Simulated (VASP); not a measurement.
B: single point with r2SCAN

The system is B.

```
B
1.0
     1.88449    0.00000    0.00000
     0.00000    1.88449    0.00000
     0.00000    0.00000    1.88449
B
1
Cartesian
  0.0000 0.0000 0.0000
```

- Program: VASP 6.6.1
- Task: single point
- Functional: r2SCAN
- Potentials or basis: VASP PAW PBE potentials, release 64 (B)
- Cutoff: 520 eV
- k mesh: 27 × 27 × 27
- Occupations: fermi-dirac, width 0.1 eV
- Spin: no spin polarisation
- Dipole correction: no
- Further INCAR settings: ALGO = Normal; EDIFF = 1e-07; NBANDS = 8

```
Pressure : 0.5 GPa
```

Levels at points of the mesh, in eV from the Fermi level:
```tsv
k point	band 1	band 2	band 3	band 4	band 5	band 6
(0.00, 0.00, 0.00)	-16.86	14.67	14.67	14.67	25.03	25.03
```

Wall time 33 s on 1 thread of Intel(R) Xeon(R) Platinum 8259CL CPU @ 2.50GHz (Skylake/Cascade Lake), with other jobs on the host, peak memory 0.12 GiB.

Caveat: the PAW data sets were made with another functional, which shifts forces and pressure a little.
